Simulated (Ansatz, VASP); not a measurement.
**Ge in VASP and in Ansatz**

The input INCAR:

```
SYSTEM = Ge
  PREC = Accurate
  ENCUT = 520
  EDIFF = 1E-6
  ISMEAR = 0
  SIGMA = 0.1
  LREAL = .FALSE.
  LASPH = .TRUE.
  NELM = 80
  ALGO = Normal
  ISIF = 2
  LWAVE = .FALSE.
  LCHARG = .TRUE.
  LDIPOL = .TRUE.
  IDIPOL = 3
  DIPOL = 0.5 0.5 0.500
  GGA = PE
  IVDW = 12
  LELF = .TRUE.
  LVHAR = .TRUE.
  LVACPOTAV = .TRUE.
  NBANDS = 21
```

The input KPOINTS:

```
regular mesh
0
G
  12 12 1
  0 0 0
```

Contents of POSCAR:

```
Ge
1.0
    3.8360000000      0.0000000000      0.0000000000
   -1.9180000000      3.3220734489      0.0000000000
    0.0000000000      0.0000000000     28.0000000000
Ge
2
Direct
    0.3333333333      0.6666666667      0.5052321429
    0.6666666667      0.3333333333      0.4947678571
```

Input for Ansatz:

```yaml
crystal:
  lattice:
    - [3.836, 0.0, 0.0]
    - [-1.918, 3.3220734489, 0.0]
    - [0.0, 0.0, 28.0]
  atoms:
    - { symbol: Ge, position: [0.3333333333, 0.6666666667, 0.5052321429] }
    - { symbol: Ge, position: [0.6666666667, 0.3333333333, 0.4947678571] }
  periodic: [true, true, false]
basis:
  ecutwfc: 420
kpoints:
  mp_grid: { grid: [12, 12, 1] }
hamiltonian:
  xc: pbe
  pseudopotentials: { kind: paw, azcp: { folder: soft_1 } }
  dispersion: d3bj
scf:
  occupations: { method: gaussian, width: 0.1 }
output:
  forces: true
  stress: true
  eigenvalues: true
  write_density: true
  write_potential: true
  elf: true
  volumetric_format: npy
```

Alike in both runs: task single point; functional PBE; dispersion D3(BJ); k mesh 12 × 12 × 1; occupations gaussian, width 0.1 eV; no spin polarisation.

```csv
,VASP,Ansatz
version,VASP 6.6.1,Ansatz 0.2.0
potentials or method,"VASP PAW PBE potentials, release 64 (Ge_d), cutoff 520 eV","scalar-relativistic, plane waves, PAW"
valence electrons in the cell,28,28
```

```csv
,VASP,Ansatz,Ansatz less VASP
gap on the k mesh at the Fermi level (eV),none,none,-
rms of the force components (eV/Å),0.471,0.478,+0.0068
"work function, face that differs most (eV)",4.32,4.32,0.000
```

Atom by atom the forces differ by 0.007 eV/Å (rms over components). A gap of «none» marks a metal or a gap that the smearing closes. Ansatz's warnings: xc potential rough in thin density.
